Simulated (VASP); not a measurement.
Au:

```
Au
1.0
     2.74841    0.00000    0.00000
     0.00000    2.74841    0.00000
     0.00000    0.00000    2.74841
Au
1
Direct
  0.50000 0.50000 0.50000
```

Base run:

| Property | Result |
| --- | --- |
| Program | VASP 6.6.1 |
| Functional | PBEsol |
| Potentials or basis | VASP PAW PBE potentials, release 64 (Au) |
| Cutoff | 520 eV |
| k mesh | 7 × 7 × 7 |
| Occupations | fermi-dirac, width 0.05 eV |
| Spin | non-collinear spin, zero start, spin-orbit coupling |
| Starting moments | [[0.0, 0.0, 0.0]] μB |

Its results: pressure -8.0 GPa; net moment 0.00 μB per cell.

Question: The run is repeated on the same cell with these changes: functional from PBEsol to r2SCAN. What comes out?

Answer: Pressure -4.6 GPa; net moment 0.00 μB per cell.

Caveats: the PAW data sets were made with another functional, which shifts forces and pressure a little.
